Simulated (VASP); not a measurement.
Set up this calculation in VASP 6.6.1, as the native input.

```
Task                   : single point
Functional             : r2SCAN
Potentials or basis    : VASP PAW PBE potentials, release 64 (Te)
Cutoff                 : 520 eV
k mesh                 : 7 × 7 × 12
Occupations            : fermi-dirac, width 0.1 eV
Spin                   : no spin polarisation
Dipole correction      : no
Further INCAR settings : ALGO = Normal; EDIFF = 1e-06; NBANDS = 16
```

The system is Te.

```xyz
3
Lattice="5.8474 0.0000 0.0000 -2.9237 5.0640 0.0000 0.0000 0.0000 3.1295" Properties=species:S:1:pos:R:3 pbc="T T T"
Te    2.9237    5.0640    0.0000
Te    0.0000    3.3760    1.5648
Te    2.9237    1.6880    1.5648
```

This isn't the form of Te at room conditions, which is trigonal, of chains.

The input as run:

POSCAR

```
Te
1.0
    5.8474008781      0.0000000000      0.0000000000
   -2.9237004390      5.0639977065      0.0000000000
    0.0000000000      0.0000000000      3.1295051884
Te
3
Direct
    1.0000000000      1.0000000000      0.0000000000
    0.3333333333      0.6666666667      0.5000000000
    0.6666666667      0.3333333333      0.5000000000
```

INCAR.step1

```
SYSTEM = Te
PREC = Accurate ; ENCUT = 520
ISMEAR = -1 ; SIGMA = 0.1
LREAL = .False. ; LASPH = .True.
NELM = 100 ; NBANDS = 16
GGA = PE ; ALGO = Normal
EDIFF = 1E-4 ; LWAVE = .True.
LCHARG = .False.
```

INCAR.step2

```
SYSTEM = Te
PREC = Accurate ; ENCUT = 520
EDIFF = 1E-6 ; ISMEAR = -1
SIGMA = 0.1 ; LREAL = .False.
LASPH = .True. ; NELM = 100
ALGO = Normal ; ISIF = 2
LWAVE = .False. ; LCHARG = .False.
METAGGA = R2SCAN ; LMIXTAU = .True.
NBANDS = 16 ; ISTART = 1
```

KPOINTS

```
Automatic mesh
0
Gamma
  7 7 12
  0 0 0
```

Potentials or basis: VASP PAW PBE potentials, release 64 (Te).

Run with:

```console
$ cat potpaw_PBE.64/Te/POTCAR > POTCAR
$ cp INCAR.step1 INCAR
$ mpirun -np 1 vasp_std > vasp.out
$ cp INCAR.step2 INCAR
$ mpirun -np 1 vasp_std > vasp.out
```

Results of the run:

The pressure is -2.2 GPa. The band gap on the k mesh is zero (bands 9 and 10 overlap by 4.06 eV).

Caveat: the PAW data sets were made with another functional, which shifts forces and pressure a little; spin-orbit coupling is left out, which moves the levels of the heavy elements.

Run time: 3.3 min on 1 thread of Intel(R) Xeon(R) Platinum 8488C (Sapphire Rapids), on a shared host, peak memory 0.27 GiB.
